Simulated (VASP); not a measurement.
# HfB2 (P6/mmm) in VASP: vibrations by perturbation theory with PBE

Aim: the vibrations by perturbation theory of HfB2 with PBE.

Program: VASP 6.6.1. These are calculated values, not measurements. Logs are shortened: lines on timing, memory, paths and dates and some standing lists are left out, and cuts for length are marked.

## Step 1: The cell of the first run

The structure is hexagonal, space group P6/mmm (No. 191). The conventional cell has a = 3.146 Å, b = 3.146 Å, c = 3.486 Å, α = 90.00°, β = 90.00°, γ = 120.00°. Hf (site symmetry 6/mmm) has 12 B at 2.52 Å and 6 Hf at 3.15 Å within 3.3 Å. Within 2.4 Å of B (site symmetry -6m2) lie 3 B at 1.82 Å.

## Step 2: Vibrations by perturbation theory, PBE

The input, INCAR:

```
  PREC = Accurate
  ENCUT = 520
  EDIFF = 1E-8
  ISMEAR = -1
  SIGMA = 0.15
  LREAL = F
  LASPH = T
  NELM = 60
  ALGO = Normal
  ISIF = 2
  LWAVE = F
  LCHARG = F
  GGA = PE
  IBRION = 8
  NSW = 1
```

The input, KPOINTS:

```
Automatic mesh
0
Gamma
  18 18 14
```

The input, POSCAR:

```
HfB2
1.0
    3.1459702706     -0.0000000029      0.0000000000
   -1.5729851328      2.7244901754      0.0000000000
    0.0000000000      0.0000000000      3.4861333876
Hf B
1 2
Direct
    0.0000000000      0.0000000000      0.0000000000
    0.3333333333      0.6666666667      0.5000000000
    0.6666666667      0.3333333333      0.5000000000
```

Potentials or basis: VASP PAW PBE potentials, release 64 (Hf_pv, B).

Run with:

```console
> cat potpaw_PBE.64/Hf_pv/POTCAR potpaw_PBE.64/B/POTCAR > POTCAR
> mpirun -np 1 vasp_std > vasp.out
```

OUTCAR:

```text
PREC = Accurate
   ENCUT = 520
   EDIFF = 1E-8
   ISMEAR = -1
   LREAL = F
   LASPH = T
   NELM = 60
   ISIF = 2
   GGA = PE
   IBRION = 8
   NSW = 1

 ion  position               nearest neighbor table
   1  0.000  0.000  0.000-   2 2.52   3 2.52   2 2.52   3 2.52   3 2.52   3 2.52   2 2.52   2 2.52
                             3 2.52   3 2.52   2 2.52   2 2.52
   2  0.333  0.667  0.500-   3 1.82   3 1.82   3 1.82   1 2.52   1 2.52   1 2.52   1 2.52   1 2.52
                             1 2.52
   3  0.667  0.333  0.500-   2 1.82   2 1.82   2 1.82   1 2.52   1 2.52   1 2.52   1 2.52   1 2.52
                             1 2.52

  LATTYP: Found a hexagonal cell.
 ALAT       =     3.1459702706
 C/A-ratio  =     1.1081266152

  Lattice vectors:

 A1 = (   3.1459702706,  -0.0000000029,   0.0000000000)
 A2 = (  -1.5729851328,   2.7244901754,   0.0000000000)
 A3 = (   0.0000000000,   0.0000000000,   3.4861333876)

Analysis of symmetry for initial positions (statically):
=====================================================================
 Subroutine PRICEL returns:
 Original cell was already a primitive cell.

 Routine SETGRP: Setting up the symmetry group for a
 hexagonal supercell.

 Subroutine GETGRP returns: Found 24 space group operations
 (whereof 24 operations were pure point group operations)
 out of a pool of 24 trial point group operations.

The static configuration has the point symmetry D_6h.

Analysis of symmetry for dynamics (positions and initial velocities):
=====================================================================
 Subroutine PRICEL returns:
 Original cell was already a primitive cell.

 Routine SETGRP: Setting up the symmetry group for a
 hexagonal supercell.

 Subroutine GETGRP returns: Found 24 space group operations
 (whereof 24 operations were pure point group operations)
 out of a pool of 24 trial point group operations.

The dynamic configuration has the point symmetry D_6h.

 Subroutine INISYM returns: Found 24 space group operations
 (whereof 24 operations are pure point group operations),
 and found     1 'primitive' translations

----------------------------------------------------------------------------------------

                                     Primitive cell

  volume of cell :      29.8802

  direct lattice vectors                    reciprocal lattice vectors
     3.145970271 -0.000000003  0.000000000     0.317866958  0.183520573  0.000000000
    -1.572985133  2.724490175  0.000000000     0.000000000  0.367041148  0.000000000
     0.000000000  0.000000000  3.486133388     0.000000000  0.000000000  0.286850757

  length of vectors
     3.145970271  3.145970271  3.486133388     0.367041148  0.367041148  0.286850757

  position of ions in fractional coordinates (direct lattice)
     0.000000000  0.000000000  0.000000000
     0.333333333  0.666666667  0.500000000
     0.666666667  0.333333333  0.500000000

  ion indices of the primitive-cell ions
   primitive index   ion index
                 1           1
                 2           2
                 3           3

----------------------------------------------------------------------------------------

 KPOINTS: Automatic mesh

Automatic generation of k-mesh.
 Grid dimensions read from file:
 generate k-points for:   18   18   14

 Generating k-lattice:

  Cartesian coordinates                     Fractional coordinates (reciprocal lattice)
     0.017659275  0.010195587  0.000000000     0.055555556 -0.000000000  0.000000000
     0.000000000  0.020391175  0.000000000     0.000000000  0.055555556  0.000000000
     0.000000000  0.000000000  0.020489340     0.000000000  0.000000000  0.071428571

  Length of vectors
     0.020391175  0.020391175  0.020489340

  Shift w.r.t. Gamma in fractional coordinates (k-lattice)
     0.000000000  0.000000000  0.000000000

 Subroutine IBZKPT returns following result:
 ===========================================

 Found    296 irreducible k-points:

 Following reciprocal coordinates:
            Coordinates               Weight
  0.000000  0.000000  0.000000      1.000000
  0.055556 -0.000000  0.000000      6.000000
[... 55 lines left out ...]
   EFERMI =   0.00;   METHOD = LEGACY
   ISMEAR =    -1;   SIGMA  =   0.15  broadening in eV -4-tet -1-fermi 0-gaus
   EFERMI_NEDOS =   21; number of points for ismear=-14 and -15
   IALGO  =     38    algorithm
   IMIX   =      4    mixing-type and parameters
     AMIX     =   0.40;   BMIX     =  1.00
     AMIX_MAG =   1.60;   BMIX_MAG =  1.00
  volume/ion in A,a.u.               =       9.96        67.21
  Fermi-wavevector in a.u.,A,eV,Ry     =   1.329393  2.512189 24.045399  1.767287
  Thomas-Fermi vector in A             =   2.458559
   LORBIT       =      0    0 simple, 1 ext, 2 COOP (PROOUT), +10 PAW based schemes
   GGA     = PE    functional components
   LHFCALC =     F    Hartree Fock is set to
   AEXX    =    0.0000 exact exchange contribution
   IVDW    =     0    specifies the selected vdW correction
   LEPSILON=     F    determine dielectric tensor
   LRPA    =     F    only Hartree local field effects (RPA)
 non-spin polarized calculation
  energy-cutoff  :      520.00
  volume of cell :       29.88
 maximum number of plane-waves:       820
 NGX is ok and might be reduce to    24
   NGX = 11   NGY = 11   NGZ = 13

--------------------------------------- Ionic step        1  -------------------------------------------

 number of electron      15.9999997 magnetization

 Free energy of the ion-electron system (eV)
  ---------------------------------------------------
  ext. energy  EPLUGINS =         0.00000000
  ---------------------------------------------------
  free energy    TOTEN  =       -26.41030258 eV

  energy without entropy =      -26.38966150  energy(sigma->0) =      -26.39998204

 E-fermi :   7.6555     XC(G=0): -12.5706

 val. band max:        7.6494798687   @ k =   0.1111  -0.0000   0.5000
 cond. band min:       7.6652497410   @ k =   0.1111  -0.0000   0.4286
 fundamental gap:      0.0157698723
 Fermi energy:         7.6554757887

 k-point     1 :       0.0000    0.0000    0.0000
  band No.  band energies     occupation
      1     -23.0245      2.00000
      2     -22.5343      2.00000
      3     -22.5343      2.00000
      4      -6.0952      2.00000
      5       4.6380      2.00000
      6       4.7399      2.00000
      7       4.7399      2.00000
      8       4.8449      2.00000
      9      11.6252      0.00000
     10      11.6252      0.00000
     11      12.2591      0.00000
     12      12.2591      0.00000
[... 331 lines left out ...]
 k-point    24 :       0.3889    0.1111    0.0000
  band No.  band energies     occupation
      1     -23.2327      2.00000
      2     -22.8945      2.00000
      3     -22.7580      2.00000
      4      -2.4418      2.00000
      5      -0.7708      2.00000
      6       2.9191      2.00000
      7       3.7044      2.00000
      8       6.0988      1.99994
      9       8.0367      0.14604
     10      11.2154      0.00000
     11      12.4757      0.00000
     12      13.3109      0.00000

 [... further k-points ...]

------------------------ aborting loop because EDIFF is reached ----------------------------------------

  FORCE on cell =-STRESS in cart. coord.  units (eV):
  Direction    XX          YY          ZZ          XY          YZ          ZX
  --------------------------------------------------------------------------------------
  -------------------------------------------------------------------------------------
  Total       -0.0897252     -0.0897252     -0.0355875      0.0000000      0.0000000     -0.0000000
  in kB       -4.8110644     -4.8110644     -1.9082020      0.0000000      0.0000000     -0.0000000
  external PRESSURE =      -3.8434436 kB  Pullay stress =       0.0000000 kB

 VOLUME and BASIS-vectors are now :
 -----------------------------------------------------------------------------
  energy-cutoff  :      520.00
  volume of cell :       29.88
      direct lattice vectors                 reciprocal lattice vectors
     3.145970271 -0.000000003  0.000000000     0.317866958  0.183520573  0.000000000
    -1.572985133  2.724490175  0.000000000     0.000000000  0.367041148  0.000000000
     0.000000000  0.000000000  3.486133388     0.000000000  0.000000000  0.286850757

 POSITION                                       TOTAL-FORCE (eV/Angst)
 -----------------------------------------------------------------------------------
      0.00000      0.00000      0.00000        -0.000000     -0.000000      0.000000
      0.00000      1.81633      1.74307         0.000000     -0.000000      0.000000
      1.57299      0.90816      1.74307        -0.000000      0.000000      0.000000
 -----------------------------------------------------------------------------------
    total drift:                               -0.000000      0.000000      0.000000

  FREE ENERGIE OF THE ION-ELECTRON SYSTEM (eV)
  ---------------------------------------------------
  free  energy   TOTEN  =       -26.4103025781 eV

  energy  without entropy=      -26.3896615018  energy(sigma->0) =      -26.39998204

[... ionic steps 2 to 3 ...]

--------------------------------------- Ionic step        4  -------------------------------------------

------------------------ aborting loop because EDIFF is reached ----------------------------------------
[... 11 lines left out ...]
[... ionic steps 8 to 8 ...]

--------------------------------------- Ionic step        9  -------------------------------------------

 Free energy of the ion-electron system (eV)
  ---------------------------------------------------
  ---------------------------------------------------
  free energy    TOTEN  =        -0.04550000 eV

  energy without entropy =       -0.04550000

------------------------ aborting loop because EDIFF is reached ----------------------------------------

 INTERNAL STRAIN TENSOR  FOR ION    2  DIRECTION 3   (eV/Angst):
 -----------------------------------------------------------------------------
    -0.00170 -0.00000  0.00000
     0.00000 -0.00170  0.00000
     0.00000 -0.00000  0.00183

 INTERNAL STRAIN TENSOR FOR ION    3 for displacements in x,y,z  (eV/Angst):
          X           Y           Z          XY          YZ          ZX
  --------------------------------------------------------------------------------
  x    -0.00000     0.00000    -0.00000    -1.33097     0.00000     0.00000
  y    -1.33097     1.33097     0.00000     0.00000     0.00000     0.00000
  z     0.00000     0.00000     0.00000    -0.00000    -0.00000     0.00000

 SECOND DERIVATIVES (NOT SYMMETRIZED)
 ------------------------------------
               1X          1Y          1Z          2X          2Y          2Z          3X          3Y          3Z
  1X   -13.548897    0.000000    0.000000    6.774448   -0.000000    0.000000    6.774448   -0.000000    0.000000
  1Y     0.000000  -13.548897    0.000000   -0.000000    6.774448    0.000000   -0.000000    6.774448    0.000000
  1Z     0.000000   -0.000000  -15.166989   -0.000000    0.000000    7.583494   -0.000000    0.000000    7.583494
  2X     6.780328   -0.000000    0.000000  -16.108435    0.000000    0.000000    9.328107   -0.000000    0.000000
  2Y    -0.000000    6.780328    0.000000    0.000000  -16.108435    0.000000   -0.000000    9.328107    0.000000
  2Z     0.000000    0.000000    7.588750   -0.000000    0.000000   -9.486449   -0.000000    0.000000    1.897699
  3X     6.780328   -0.000000    0.000000    9.328107   -0.000000    0.000000  -16.108435    0.000000    0.000000
  3Y    -0.000000    6.780328    0.000000   -0.000000    9.328107    0.000000    0.000000  -16.108435    0.000000
  3Z     0.000000    0.000000    7.588750   -0.000000    0.000000    1.897699   -0.000000    0.000000   -9.486449

 Eigenvectors and eigenvalues of the dynamical matrix
 ----------------------------------------------------

   1 f  =   23.979870 THz   150.669968 2PiTHz  799.882370 cm-1    99.172730 meV
             X         Y         Z           dx          dy          dz
      0.000000  0.000000  0.000000     0.000000   -0.000000   -0.000000
      0.000000  1.816327  1.743067     0.066928   -0.703932   -0.000000
      1.572985  0.908163  1.743067    -0.066928    0.703932    0.000000
[... 43 lines left out ...]
   9 f/i=    0.001764 THz     0.011087 2PiTHz    0.058857 cm-1     0.007297 meV
             X         Y         Z           dx          dy          dz
      0.000000  0.000000  0.000000    -0.940352   -0.088158   -0.000000
      0.000000  1.816327  1.743067    -0.231328   -0.021687   -0.000000
      1.572985  0.908163  1.743067    -0.231328   -0.021687   -0.000000

--------------------------------------------------------------------------------------------------------

 ELASTIC MODULI CONTR FROM IONIC RELAXATION (kBar)
 Direction    XX          YY          ZZ          XY          YZ          ZX
 --------------------------------------------------------------------------------
 XX          -7.4685      7.4685      0.0000      0.0000      0.0000      0.0000
 YY           7.4685     -7.4685     -0.0000      0.0000     -0.0000      0.0000
 ZZ           0.0000     -0.0000     -0.0000     -0.0000     -0.0000      0.0000
 XY           0.0000      0.0000     -0.0000     -7.4685     -0.0000      0.0000
 YZ           0.0000     -0.0000     -0.0000     -0.0000     -0.0000      0.0000
 ZX           0.0000      0.0000      0.0000      0.0000      0.0000      0.0000
 --------------------------------------------------------------------------------
```

Run time: 10 min. Hardware: 1 thread of Intel Xeon 6975P-C (Granite Rapids), shared host; peak memory 1 GiB.

What came out:

| Quantity | Value |
| --- | --- |
| Highest phonon frequency at Γ | 800 cm⁻¹ |

Phonon frequencies in cm⁻¹ (negative: imaginary):
| q point | frequencies |
| --- | --- |
| (0.000, 0.000, 0.000) | 0 0 0 437 437 463 535 800 800 |

Caveat: spin-orbit coupling is left out, which moves the levels of the heavy elements.
